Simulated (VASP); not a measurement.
# Tb (P6_3/mmc) in VASP: settings compared, part 2 of 2

VASP 6.6.1. The steps go on from the part before.

## Step 5: Single point, PBEsol, collinear spin, ferromagnetic start

This run uses another cell than the first one, of 31.97 Å³/atom.

Contents of INCAR:

```
SYSTEM = Tb
ALGO = Normal ; EDIFF = 1E-7
ENCUT = 520 ; GGA = PS
ISIF = 2 ; ISMEAR = -1
ISPIN = 2 ; LASPH = .True.
LCHARG = .True. ; LELF = .True.
LMAXMIX = 6 ; LORBIT = 11
LREAL = .False. ; LVHAR = .True.
LWAVE = .False. ; MAGMOM = 6 6
NBANDS = 30 ; NELM = 150
PREC = Accurate ; SIGMA = 0.05
```

Contents of KPOINTS:

```
k-points
0
Gamma
  9 9 5
  0 0 0
```

Contents of POSCAR:

```
Tb
1.0
    3.6010000000      0.0000000000      0.0000000000
   -1.8005000000      3.1185574790      0.0000000000
    0.0000000000      0.0000000000      5.6936000000
Tb
2
Direct
    0.6666666667      0.3333333333      0.7500000000
    0.3333333333      0.6666666667      0.2500000000
```

Potentials or basis: VASP PAW PBE potentials, release 64 (Tb).

Launch:

```
> cat potpaw_PBE.64/Tb/POTCAR > POTCAR
> mpirun -np 1 vasp_std > vasp.out
```

OUTCAR:

```text
SYSTEM = Tb
   EDIFF = 1E-7
   ENCUT = 520
   GGA = PS
   ISIF = 2
   ISMEAR = -1
   ISPIN = 2
   LASPH = .True.
   LORBIT = 11
   LREAL = .False.
   NELM = 150
   PREC = Accurate

 ion  position               nearest neighbor table
   1  0.667  0.333  0.750-   2 3.53   2 3.53   2 3.53   2 3.53   2 3.53   2 3.53
   2  0.333  0.667  0.250-   1 3.53   1 3.53   1 3.53   1 3.53   1 3.53   1 3.53

  LATTYP: Found a hexagonal cell.
 ALAT       =     3.6010000000
 C/A-ratio  =     1.5811163566

  Lattice vectors:

 A1 = (   3.6010000000,   0.0000000000,   0.0000000000)
 A2 = (  -1.8005000000,   3.1185574790,   0.0000000000)
 A3 = (   0.0000000000,   0.0000000000,   5.6936000000)

Analysis of symmetry for initial positions (statically):
=====================================================================
 Subroutine PRICEL returns:
 Original cell was already a primitive cell.

 Routine SETGRP: Setting up the symmetry group for a
 hexagonal supercell.

 Subroutine GETGRP returns: Found 24 space group operations
 (whereof 12 operations were pure point group operations)
 out of a pool of 24 trial point group operations.

The static configuration has the point symmetry D_3d.
 The point group associated with its full space group is D_6h.

Analysis of symmetry for dynamics (positions and initial velocities):
=====================================================================
 Subroutine PRICEL returns:
 Original cell was already a primitive cell.

 Routine SETGRP: Setting up the symmetry group for a
 hexagonal supercell.

 Subroutine GETGRP returns: Found 24 space group operations
 (whereof 12 operations were pure point group operations)
 out of a pool of 24 trial point group operations.

The dynamic configuration has the point symmetry D_3d.
 The point group associated with its full space group is D_6h.

Analysis of structural, dynamic, and magnetic symmetry:
[... 153 lines left out ...]
  ---------------------------------------------------
  ext. energy  EPLUGINS =         0.00000000
  ---------------------------------------------------
  free energy    TOTEN  =       -19.72149948 eV

  energy without entropy =      -19.60265891  energy(sigma->0) =      -19.66207920

 E-fermi :   2.7275     XC(G=0): -10.2528

 val. band max:        2.7263507298   @ k =   0.1111  -0.0000   0.2000
 cond. band min:       2.7307833487   @ k =   0.1111   0.1111   0.4000
 fundamental gap:      0.0044326189
 Fermi energy:         2.7274601479

 spin component 1

 k-point     1 :       0.0000    0.0000    0.0000
  band No.  band energies     occupation
      1     -43.4040      1.00000
      2     -43.3334      1.00000
      3     -20.3742      1.00000
      4     -19.7682      1.00000
      5     -19.7682      1.00000
      6     -19.6555      1.00000
[... 781 lines left out ...]
     29       5.2294      0.00000
     30       7.2673      0.00000

 [... further k-points ...]

 spin component 2

 k-point     1 :       0.0000    0.0000    0.0000
  band No.  band energies     occupation
      1     -40.8272      1.00000
      2     -40.7407      1.00000
      3     -18.5921      1.00000
      4     -17.8685      1.00000
      5     -17.8685      1.00000
      6     -17.7379      1.00000
[... 781 lines left out ...]
     29       5.9338      0.00000
     30       8.1685      0.00000

 [... further k-points ...]

------------------------ aborting loop because EDIFF is reached ----------------------------------------

  FORCE on cell =-STRESS in cart. coord.  units (eV):
  Direction    XX          YY          ZZ          XY          YZ          ZX
  --------------------------------------------------------------------------------------
  -------------------------------------------------------------------------------------
  Total       -1.0560489     -1.0560489     -0.7909782      0.0000000      0.0000000      0.0000000
  in kB      -26.4624951    -26.4624951    -19.8203467      0.0000000      0.0000000      0.0000000
  external PRESSURE =     -24.2484456 kB  Pullay stress =       0.0000000 kB

 VOLUME and BASIS-vectors are now :
 -----------------------------------------------------------------------------
  energy-cutoff  :      520.00
  volume of cell :       63.94
      direct lattice vectors                 reciprocal lattice vectors
     3.601000000  0.000000000  0.000000000     0.277700639  0.160330539  0.000000000
    -1.800500000  3.118557479  0.000000000     0.000000000  0.320661077  0.000000000
     0.000000000  0.000000000  5.693600000     0.000000000  0.000000000  0.175635802

 POSITION                                       TOTAL-FORCE (eV/Angst)
 -----------------------------------------------------------------------------------
      1.80050      1.03952      4.27020        -0.000000      0.000000      0.000000
     -0.00000      2.07904      1.42340         0.000000     -0.000000      0.000000
 -----------------------------------------------------------------------------------
    total drift:                               -0.000000      0.000000     -0.000000

  FREE ENERGIE OF THE ION-ELECTRON SYSTEM (eV)
  ---------------------------------------------------
  free  energy   TOTEN  =       -19.7214994767 eV

  energy  without entropy=      -19.6026589135  energy(sigma->0) =      -19.66207920

 total charge

# of ion       s       p       d       f       tot
--------------------------------------------------
    1        2.086   5.584   0.519   8.097  16.286
    2        2.086   5.584   0.519   8.097  16.286
--------------------------------------------------
tot          4.172  11.168   1.038  16.194  32.572

 magnetization (x)

# of ion       s       p       d       f       tot
--------------------------------------------------
    1        0.002  -0.041   0.092   5.704   5.757
    2        0.002  -0.041   0.092   5.704   5.757
--------------------------------------------------
tot          0.004  -0.082   0.184  11.408  11.514
```

OSZICAR:

```text
N       E                     dE             d eps       ncg     rms          rms(c)
DAV:   1     0.268335012856E+03    0.26834E+03   -0.13031E+04  5896   0.601E+03
DAV:   2     0.432213191308E+02   -0.22511E+03   -0.20197E+03  5872   0.425E+02
[... 51 lines left out ...]
DAV:  54    -0.197215017277E+02    0.37146E-05   -0.45896E-06  7430   0.392E-02    0.414E-02
DAV:  55    -0.197215005828E+02    0.11450E-05   -0.14153E-06  6414   0.117E-02    0.326E-02
DAV:  56    -0.197215002619E+02    0.32084E-06   -0.22349E-07  3388   0.106E-02    0.242E-02
DAV:  57    -0.197214997602E+02    0.50170E-06   -0.73121E-08  3040   0.848E-03    0.145E-02
DAV:  58    -0.197214995319E+02    0.22834E-06   -0.93382E-08  3232   0.435E-03    0.860E-03
DAV:  59    -0.197214994767E+02    0.55177E-07   -0.45246E-08  2736   0.407E-03
   1 F= -.19721499E+02 E0= -.19662079E+02  d E =-.118841E+00  mag=    12.0078
```

stdout:

```text
POSCAR found type information on POSCAR Tb
 POSCAR found :  1 types and       2 ions
 scaLAPACK will be used
 -----------------------------------------------------------------------------
|                                                                             |
|                                                                             |
|     You enforced a specific xc type in the INCAR file but a different       |
|     I HOPE YOU KNOW WHAT YOU ARE DOING!                                     |
|                                                                             |
 -----------------------------------------------------------------------------

 LDA part: xc-table for (Slater+PW92), standard interpolation
 POSCAR, INCAR and KPOINTS ok, starting setup
 FFT: planning ... GRIDC
 FFT: planning ... GRID_SOFT
 FFT: planning ... GRID
 WAVECAR not read
 entering main loop
```

It took 6 min on 1 thread of Intel Xeon Platinum 8559C (Emerald Rapids), shared host; peak memory 0.28 GiB.

What came out:

* Free energy: -19.7215 eV
* Pressure: -2.4 GPa
* Band gap on the k mesh: zero (filled and empty bands overlap)
* Net moment: 12.01 μB per cell
* Site moments: Tb +5.76 μB
* Valence electrons inside the program's atomic spheres: Tb 16.29

Stress tensor (GPa, compression positive):
```
-2.65  0.00  0.00
 0.00 -2.65  0.00
 0.00  0.00 -1.98
```

Caveat: the magnetic or orbital state may not be the lowest; the PAW data sets were made with another functional, which shifts forces and pressure a little; spin-orbit coupling is left out, which moves the levels of the heavy elements; semilocal functionals describe open f shells poorly, which spoils levels, moments and volumes. The state reached can hang on the start; a lower one may exist.

## Step 6: The runs side by side

| level | cell | gap on the mesh (eV) | pressure (GPa) | moment (μB) |
| --- | --- | --- | --- | --- |
| PBEsol | a = 3.648, b = 3.648, c = 5.769 Å, angles 90.0, 90.0, 120.0°, 2 atoms | none | -3.2 | 12.05 |
| PBEsol | a = 3.672, b = 3.672, c = 5.805 Å, angles 90.0, 90.0, 120.0°, 2 atoms | none | -3.6 | 12.07 |
| PBE | a = 3.625, b = 3.625, c = 5.731 Å, angles 90.0, 90.0, 120.0°, 2 atoms | none | 0.3 | 12.20 |
| PBEsol | a = 3.601, b = 3.601, c = 5.694 Å, angles 90.0, 90.0, 120.0°, 2 atoms | none | -2.4 | 12.01 |

Alike in all rows: task single point; potentials or basis VASP PAW PBE potentials, release 64 (Tb); spin collinear, ferromagnetic start; k mesh 9 × 9 × 5; cutoff (eV) 520; smearing fermi-dirac 0.05 eV.

Caveats: the magnetic or orbital state may not be the lowest; spin-orbit coupling is left out, which moves the levels of the heavy elements; semilocal functionals describe open f shells poorly, which spoils levels, moments and volumes; the PAW data sets were made with another functional, which shifts forces and pressure a little (at least some runs); the cell stands under tension (at least some runs).

Absolute energies hang on the potentials; compare differences alone.
